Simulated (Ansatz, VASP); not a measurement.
## One calculation of AlN, two programs

Contents of POSCAR:

```
AlN
1.0
   -3.1110021516      0.0000000000      0.0000000000
   -1.5555010758     -2.6942068945      0.0000000000
    0.0000000000      0.0000000000      9.9560000000
Al N
4 4
Direct
    0.3333333333      0.3333333333      0.0000000000
    0.3333333333      0.3333333333      0.5000000000
    0.6666666667      0.6666666667      0.2500000000
    0.6666666667      0.6666666667      0.7500000000
    0.3333333333      0.3333333333      0.1925000000
    0.3333333333      0.3333333333      0.6925000000
    0.6666666667      0.6666666667      0.4425000000
    0.6666666667      0.6666666667      0.9425000000
```

INCAR.step1

```
PREC = Accurate ; ENCUT = 520
ISMEAR = 0 ; SIGMA = 0.05
LREAL = False ; LASPH = True
NELM = 60 ; NBANDS = 26
GGA = PE ; ALGO = Normal
EDIFF = 1E-4 ; LWAVE = True
LCHARG = False
```

Contents of INCAR.step2:

```
PREC = Accurate ; ENCUT = 520
EDIFF = 1E-6 ; ISMEAR = 0
SIGMA = 0.05 ; LREAL = False
LASPH = True ; NELM = 60
ALGO = Normal ; ISIF = 2
LWAVE = False ; LCHARG = False
METAGGA = R2SCAN ; LMIXTAU = True
NBANDS = 26 ; ISTART = 1
```

KPOINTS

```
regular mesh
0
Gamma
  8 8 3
```

Input for Ansatz:

```yaml
crystal:
  lattice:
    - [-3.1110021516, 0.0, 0.0]
    - [-1.5555010758, -2.6942068945, 0.0]
    - [0.0, 0.0, 9.956]
  atoms:
    - { symbol: Al, position: [0.3333333333, 0.3333333333, 0.0] }
    - { symbol: Al, position: [0.3333333333, 0.3333333333, 0.5] }
    - { symbol: Al, position: [0.6666666667, 0.6666666667, 0.25] }
    - { symbol: Al, position: [0.6666666667, 0.6666666667, 0.75] }
    - { symbol: "N", position: [0.3333333333, 0.3333333333, 0.1925] }
    - { symbol: "N", position: [0.3333333333, 0.3333333333, 0.6925] }
    - { symbol: "N", position: [0.6666666667, 0.6666666667, 0.4425] }
    - { symbol: "N", position: [0.6666666667, 0.6666666667, 0.9425] }
basis:
  ecutwfc: 500
kpoints:
  mp_grid: { grid: [8, 8, 3] }
hamiltonian:
  xc: r2scan
scf:
  occupations: { method: gaussian, width: 0.05 }
output:
  forces: true
  stress: true
  eigenvalues: true
  write_density: true
  write_potential: true
  elf: true
  volumetric_format: npy
```

Alike in both runs: task single point; functional r2SCAN; k mesh 8 × 8 × 3; occupations gaussian, width 0.05 eV; no spin polarisation.

|  | VASP | Ansatz |
| --- | --- | --- |
| version | VASP 6.6.1 | Ansatz 0.2.0 |
| potentials or method | VASP PAW PBE potentials, release 64 (Al, N), cutoff 520 eV | scalar-relativistic, plane waves, PAW |
| valence electrons in the cell | 32 | 32 |

|  | VASP | Ansatz | Ansatz less VASP |
| --- | --- | --- | --- |
| gap on the k mesh at the Fermi level (eV) | 4.84 | 4.80 | -0.040 |
| least direct gap on the mesh (eV) | 4.84 | 4.80 | -0.040 |
| pressure (GPa) | -1.0 | -0.6 | +0.40 |
| traceless stress, the component that is largest in VASP (GPa) | -1.03 | -1.02 | +0.010 |
| rms of the force components (eV/Å) | 0.113 | 0.112 | -0.0011 |

VASP's potentials were made for PBE, not for r2SCAN. Atom by atom the forces differ by 0.001 eV/Å (rms over components).
